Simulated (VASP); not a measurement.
# Pd (Fm-3m) in VASP: further runs, part 2 of 2

VASP 6.6.1.

### Step 4. Single point, r2SCAN, collinear spin, ferromagnetic start

POSCAR reads:

```
Pd
1.0
    0.0000000000      1.9567730079      1.9567730079
    1.9567730079      0.0000000000      1.9567730079
    1.9567730079      1.9567730079      0.0000000000
Pd
1
Direct
    0.0000000000      0.0000000000      0.0000000000
```

INCAR.step1 reads:

```
PREC     = Accurate       # precision mode
ENCUT    = 520            # plane-wave cutoff, eV
ISMEAR   = 1              # smearing method
SIGMA    = 1.0            # smearing width, eV
LREAL    = F              # projectors in reciprocal space
LASPH    = T              # aspherical terms in the spheres
NELM     = 150            # most SCF steps
ISPIN    = 2              # spin polarisation
MAGMOM   = 0.436          # initial moments
LMAXMIX  = 4              # l up to which the mixer works
NBANDS   = 15             # bands
GGA      = PE             # functional
ALGO     = Normal         # electronic algorithm
EDIFF    = 1E-4           # SCF threshold, eV
LWAVE    = T              # write WAVECAR
LCHARG   = F              # write CHGCAR
```

INCAR.step2 reads:

```
PREC     = Accurate       # precision mode
ENCUT    = 520            # plane-wave cutoff, eV
EDIFF    = 1E-7           # SCF threshold, eV
ISMEAR   = 1              # smearing method
SIGMA    = 1.0            # smearing width, eV
LREAL    = F              # projectors in reciprocal space
LASPH    = T              # aspherical terms in the spheres
NELM     = 150            # most SCF steps
ALGO     = Normal         # electronic algorithm
ISIF     = 2              # what is computed and relaxed
LWAVE    = F              # write WAVECAR
LCHARG   = T              # write CHGCAR
ISPIN    = 2              # spin polarisation
MAGMOM   = 0.436          # initial moments
LORBIT   = 11             # projections on sites
LMAXMIX  = 4              # l up to which the mixer works
METAGGA  = R2SCAN         # meta-GGA
LMIXTAU  = T            
LELF     = T              # ELF
LVHAR    = T            
NBANDS   = 15             # bands
ISTART   = 1
```

KPOINTS reads:

```
Automatic mesh
0
Gamma
  14 14 14
```

Potentials or basis: VASP PAW PBE potentials, release 64 (Pd).

Started as:

```console
> cat potpaw_PBE.64/Pd/POTCAR > POTCAR
> cp INCAR.step1 INCAR
> mpirun -np 1 vasp_std > vasp.out
> cp INCAR.step2 INCAR
> mpirun -np 1 vasp_std > vasp.out
```

OUTCAR:

```text
PREC = Accurate
   ENCUT = 520
   EDIFF = 1E-7
   ISMEAR = 1
   LREAL = F
   LASPH = T
   NELM = 150
   ISIF = 2
   ISPIN = 2
   LORBIT = 11
   METAGGA = R2SCAN
   ISTART = 1

 ion  position               nearest neighbor table
   1  0.000  0.000  0.000-

  LATTYP: Found a face centered cubic cell.
 ALAT       =     3.9135460158

  Lattice vectors:

 A1 = (   0.0000000000,   1.9567730079,   1.9567730079)
 A2 = (   1.9567730079,   0.0000000000,   1.9567730079)
 A3 = (   1.9567730079,   1.9567730079,   0.0000000000)

Analysis of symmetry for initial positions (statically):
=====================================================================
 Subroutine PRICEL returns:
 Original cell was already a primitive cell.

 Routine SETGRP: Setting up the symmetry group for a
 face centered cubic supercell.

 Subroutine GETGRP returns: Found 48 space group operations
 (whereof 48 operations were pure point group operations)
 out of a pool of 48 trial point group operations.

The static configuration has the point symmetry O_h .

Analysis of symmetry for dynamics (positions and initial velocities):
=====================================================================
[... 627 lines left out ...]
      8      31.8196      0.00000
      9      32.2518      0.00000
     10      32.2518      0.00000
     11      32.2518      0.00000
     12      37.7461      0.00000
     13      40.8200      0.00000
     14      40.8200      0.00000
[... 403 lines left out ...]
      4       7.2138      1.00350
      5       8.2859      1.03478
      6       8.6471      0.99002
      7      25.3182     -0.00000
      8      28.7621     -0.00000
      9      29.8896      0.00000
     10      31.6587      0.00000
     11      32.0425      0.00000
     12      36.6096      0.00000
     13      38.5873      0.00000
     14      38.9584      0.00000
     15      42.2068      0.00000

 [... further k-points ...]
[... 5 lines left out ...]
  --------------------------------------------------------------------------------------
  -------------------------------------------------------------------------------------
  Total       -0.0231327     -0.0231327     -0.0231327     -0.0000000      0.0000000     -0.0000000
  in kB       -2.4733546     -2.4733546     -2.4733546     -0.0000000      0.0000000     -0.0000000
  external PRESSURE =      -2.4733546 kB  Pullay stress =       0.0000000 kB

 VOLUME and BASIS-vectors are now :
 -----------------------------------------------------------------------------
  energy-cutoff  :      520.00
  volume of cell :       14.98
      direct lattice vectors                 reciprocal lattice vectors
     0.000000000  1.956773008  1.956773008    -0.255522740  0.255522740  0.255522740
     1.956773008  0.000000000  1.956773008     0.255522740 -0.255522740  0.255522740
     1.956773008  1.956773008  0.000000000     0.255522740  0.255522740 -0.255522740

 POSITION                                       TOTAL-FORCE (eV/Angst)
 -----------------------------------------------------------------------------------
      0.00000      0.00000      0.00000         0.000000      0.000000      0.000000
 -----------------------------------------------------------------------------------
    total drift:                               -0.000000      0.000000      0.000000

  FREE ENERGIE OF THE ION-ELECTRON SYSTEM (eV)
  ---------------------------------------------------
  free  energy   TOTEN  =       -22.9928894845 eV

  energy  without entropy=      -22.9404911569  energy(sigma->0) =      -22.97542338

 total charge

# of ion       s       p       d       tot
------------------------------------------
    1        0.509   0.448   8.491   9.448

 magnetization (x)

# of ion       s       p       d       tot
------------------------------------------
    1       -0.000  -0.000   0.000   0.000
```

OUTCAR.step1:

```text
PREC = Accurate
   ENCUT = 520
   ISMEAR = 1
   LREAL = F
   LASPH = T
[... 1105 lines left out ...]

 POSITION                                       TOTAL-FORCE (eV/Angst)
 -----------------------------------------------------------------------------------
      0.00000      0.00000      0.00000         0.000000      0.000000     -0.000000
 -----------------------------------------------------------------------------------
    total drift:                               -0.000000     -0.000000     -0.000000

  FREE ENERGIE OF THE ION-ELECTRON SYSTEM (eV)
  ---------------------------------------------------
  free  energy   TOTEN  =        -5.2627975704 eV

  energy  without entropy=       -5.2083930264  energy(sigma->0) =       -5.24466272
```

OSZICAR.step1:

```text
N       E                     dE             d eps       ncg     rms          rms(c)
DAV:   1     0.467036415204E+02    0.46704E+02   -0.44777E+03  6255   0.586E+02
DAV:   2    -0.473809626951E+01   -0.51442E+02   -0.49224E+02  8165   0.160E+02
DAV:   3    -0.552685245217E+01   -0.78876E+00   -0.78393E+00  8025   0.196E+01
DAV:   4    -0.552922675449E+01   -0.23743E-02   -0.23741E-02  7584   0.113E+00
DAV:   5    -0.552924289476E+01   -0.16140E-04   -0.16140E-04  8052   0.828E-02    0.754E+00
DAV:   6    -0.527537021572E+01    0.25387E+00   -0.99300E-01  8858   0.632E+00    0.366E+00
DAV:   7    -0.526635685565E+01    0.90134E-02   -0.13764E-02  8335   0.692E-01    0.196E+00
DAV:   8    -0.526285274787E+01    0.35041E-02   -0.10207E-03  8655   0.178E-01    0.673E-01
DAV:   9    -0.526279757041E+01    0.55177E-04   -0.69422E-05  7194   0.504E-02
   1 F= -.52627976E+01 E0= -.52446627E+01  d E =-.544045E-01  mag=    -0.0024
```

It took 65 s on 1 thread of Intel Xeon 6975P-C (Granite Rapids), shared host; peak memory 0.18 GiB.

What came out:

* Free energy: -22.9929 eV
* Pressure: -0.2 GPa
* Band gap on the k mesh: zero (filled and empty bands overlap)
* Net moment: 0.00 μB per cell
* Valence electrons inside the program's atomic spheres: Pd 9.45

Caveat: the PAW data sets were made with another functional, which shifts forces and pressure a little.

### Step 5. Single point, r2SCAN, collinear spin, ferromagnetic start

POSCAR is that of step 4.

INCAR.step1 reads:

```
PREC = Accurate
ENCUT = 520
ISMEAR = -1
SIGMA = 0.05
LREAL = False
LASPH = True
NELM = 150
ISPIN = 2
MAGMOM = 0.436
LMAXMIX = 4
NBANDS = 15
GGA = PE
ALGO = Normal
EDIFF = 1E-4
LWAVE = True
LCHARG = False
```

INCAR.step2 reads:

```
PREC = Accurate
ENCUT = 520
EDIFF = 1E-6
ISMEAR = -1
SIGMA = 0.05
LREAL = False
LASPH = True
NELM = 150
ALGO = Normal
ISIF = 2
LWAVE = False
LCHARG = True
ISPIN = 2
MAGMOM = 0.436
LORBIT = 11
LMAXMIX = 4
METAGGA = R2SCAN
LMIXTAU = True
LELF = True
LVHAR = True
NBANDS = 15
ISTART = 1
```

KPOINTS reads:

```
Automatic mesh
0
Gamma
  15 15 15
```

Potentials or basis: VASP PAW PBE potentials, release 64 (Pd).

Started as:

```console
> cat potpaw_PBE.64/Pd/POTCAR > POTCAR
> cp INCAR.step1 INCAR
> mpirun -np 1 vasp_std > vasp.out
> cp INCAR.step2 INCAR
> mpirun -np 1 vasp_std > vasp.out
```

OUTCAR:

```text
PREC = Accurate
   ENCUT = 520
   EDIFF = 1E-6
   ISMEAR = -1
   LREAL = False
   LASPH = True
   NELM = 150
   ISIF = 2
   ISPIN = 2
   LORBIT = 11
   METAGGA = R2SCAN
   ISTART = 1

 ion  position               nearest neighbor table
   1  0.000  0.000  0.000-

  LATTYP: Found a face centered cubic cell.
 ALAT       =     3.9135460158

  Lattice vectors:

 A1 = (   0.0000000000,   1.9567730079,   1.9567730079)
 A2 = (   1.9567730079,   0.0000000000,   1.9567730079)
 A3 = (   1.9567730079,   1.9567730079,   0.0000000000)

[... 1070 lines left out ...]
  -------------------------------------------------------------------------------------
  Total        0.0332572      0.0332572      0.0332572      0.0000000      0.0000000      0.0000000
  in kB        3.5558667      3.5558667      3.5558667      0.0000000      0.0000000      0.0000000
  external PRESSURE =       3.5558667 kB  Pullay stress =       0.0000000 kB

 VOLUME and BASIS-vectors are now :
 -----------------------------------------------------------------------------
  energy-cutoff  :      520.00
  volume of cell :       14.98
      direct lattice vectors                 reciprocal lattice vectors
     0.000000000  1.956773008  1.956773008    -0.255522740  0.255522740  0.255522740
     1.956773008  0.000000000  1.956773008     0.255522740 -0.255522740  0.255522740
     1.956773008  1.956773008  0.000000000     0.255522740  0.255522740 -0.255522740

 POSITION                                       TOTAL-FORCE (eV/Angst)
 -----------------------------------------------------------------------------------
      0.00000      0.00000      0.00000        -0.000000      0.000000     -0.000000
 -----------------------------------------------------------------------------------
    total drift:                               -0.000000      0.000000      0.000000

  FREE ENERGIE OF THE ION-ELECTRON SYSTEM (eV)
  ---------------------------------------------------
  free  energy   TOTEN  =       -22.9677248172 eV

  energy  without entropy=      -22.9565104416  energy(sigma->0) =      -22.96211763

 total charge

# of ion       s       p       d       tot
------------------------------------------
    1        0.508   0.449   8.491   9.447

 magnetization (x)

# of ion       s       p       d       tot
------------------------------------------
    1       -0.005  -0.018   0.428   0.405
```

OUTCAR.step1:

```text
PREC = Accurate
   ENCUT = 520
   ISMEAR = -1
   LREAL = False
   LASPH = True
   NELM = 150
[... 1102 lines left out ...]
 POSITION                                       TOTAL-FORCE (eV/Angst)
 -----------------------------------------------------------------------------------
      0.00000      0.00000      0.00000         0.000000      0.000000      0.000000
 -----------------------------------------------------------------------------------
    total drift:                               -0.000000      0.000000      0.000000

  FREE ENERGIE OF THE ION-ELECTRON SYSTEM (eV)
  ---------------------------------------------------
  free  energy   TOTEN  =        -5.2274998469 eV

  energy  without entropy=       -5.2098495956  energy(sigma->0) =       -5.21867472
```

It took 76 s on 1 thread of Intel Xeon 6975P-C (Granite Rapids), shared host; peak memory 0.18 GiB.

Results:

```
Free energy                                           : -22.9677 eV
Pressure                                              : 0.4 GPa
Net moment                                            : 0.40 μB per cell
Site moments                                          : Pd +0.41 μB
Valence electrons inside the program's atomic spheres : Pd 9.45
```

Levels at points of the mesh, in eV from the Fermi level:
Spin up:
```
           k point  band 3  band 4  band 5  band 6  band 7  band 8
(0.00, 0.00, 0.00)   -3.16   -3.16   -1.51   -1.51   17.95   21.88
```
Spin down:
| k point | band 2 | band 3 | band 4 | band 5 | band 6 | band 7 | band 8 | band 9 |
| --- | --- | --- | --- | --- | --- | --- | --- | --- |
| (0.00, 0.00, 0.00) | -2.68 | -2.68 | -2.68 | -1.20 | -1.20 | 17.92 | 22.82 | 22.82 |

Caveat: the PAW data sets were made with another functional, which shifts forces and pressure a little.

### Step 6. Single point, r2SCAN, collinear spin, ferromagnetic start

POSCAR is that of step 5.

INCAR.step1 reads:

```
SYSTEM = Pd
  PREC = Accurate
  ENCUT = 520
  ISMEAR = -1
  SIGMA = 0.3
  LREAL = .False.
  LASPH = .True.
  NELM = 150
  ISPIN = 2
  MAGMOM = 0.436
  LMAXMIX = 4
  NBANDS = 15
  GGA = PE
  ALGO = Normal
  EDIFF = 1E-4
  LWAVE = .True.
  LCHARG = .False.
```

INCAR.step2 reads:

```
SYSTEM = Pd
  PREC = Accurate
  ENCUT = 520
  EDIFF = 1E-6
  ISMEAR = -1
  SIGMA = 0.3
  LREAL = .False.
  LASPH = .True.
  NELM = 150
  ALGO = Normal
  ISIF = 2
  LWAVE = .False.
  LCHARG = .False.
  ISPIN = 2
  MAGMOM = 0.436
  LORBIT = 11
  LMAXMIX = 4
  METAGGA = R2SCAN
  LMIXTAU = .True.
  NBANDS = 15
  ISTART = 1
```

KPOINTS reads:

```
regular mesh
0
Gamma
  14 14 14
  0 0 0
```

Potentials or basis: VASP PAW PBE potentials, release 64 (Pd).

Started as:

```console
> cat potpaw_PBE.64/Pd/POTCAR > POTCAR
> cp INCAR.step1 INCAR
> mpirun -np 1 vasp_std > vasp.out
> cp INCAR.step2 INCAR
> mpirun -np 1 vasp_std > vasp.out
```

Wall time 2.3 min (1 thread of Intel Xeon Platinum 8488C (Sapphire Rapids), shared host); peak memory 0.18 GiB.

Results (log left out):

```yaml
Free_energy: -23.1619 eV
Pressure: 1.7 GPa
Band_gap_on_the_k_mesh: zero (filled and empty bands overlap)
Net_moment: 0.00 μB per cell
Valence_electrons_inside_the_program's_atomic_spheres: Pd 9.45
```

Levels at points of the mesh, in eV from the Fermi level:
Spin up:
| k point | band 3 | band 4 | band 5 | band 6 | band 7 | band 8 |
| --- | --- | --- | --- | --- | --- | --- |
| (0.00, 0.00, 0.00) | -3.04 | -3.04 | -1.46 | -1.46 | 17.83 | 22.27 |
| (0.50, 0.00, 0.00) | -3.10 | -0.23 | -0.23 | 1.13 | 7.39 | 17.21 |
| (0.50, 0.50, 0.00) | -0.29 | 0.11 | 0.11 | 3.47 | 10.95 | 13.65 |
Spin down:
| k point | band 1 | band 2 | band 3 | band 4 | band 5 | band 6 | band 7 | band 8 | band 9 | band 10 |
| --- | --- | --- | --- | --- | --- | --- | --- | --- | --- | --- |
| (0.00, 0.00, 0.00) | -7.25 | -3.04 | -3.04 | -3.04 | -1.46 | -1.46 | 17.83 | 22.27 | 22.72 | 22.72 |
| (0.50, 0.00, 0.00) | -5.49 | -3.10 | -3.10 | -0.23 | -0.23 | 1.13 | 7.39 | 17.21 | 21.79 | 21.79 |
| (0.50, 0.50, 0.00) | -5.59 | -5.33 | -0.29 | 0.11 | 0.11 | 3.47 | 10.95 | 13.65 | 13.65 | 21.66 |

Caveat: the PAW data sets were made with another functional, which shifts forces and pressure a little.

### Step 7. Overview

```tsv
k mesh	smearing	gap on the mesh (eV)	pressure (GPa)	moment (μB)
14 × 14 × 14	methfessel-paxton 0.1 eV	none	0.6	0.49
14 × 14 × 14	methfessel-paxton 0.6 eV	none	0.2	0.01
14 × 14 × 14	methfessel-paxton 1 eV	none	-0.2	0.00
15 × 15 × 15	fermi-dirac 0.05 eV	none	0.4	0.40
14 × 14 × 14	fermi-dirac 0.3 eV	none	1.7	0.00
```

Alike in all rows: task single point; level r2SCAN; potentials or basis VASP PAW PBE potentials, release 64 (Pd); spin collinear, ferromagnetic start; cell as given; cutoff (eV) 520.

Every run on the cell as given and a fine mesh finds a metal.

Caveats: the PAW data sets were made with another functional, which shifts forces and pressure a little.

Absolute energies hang on the potentials; compare differences alone.
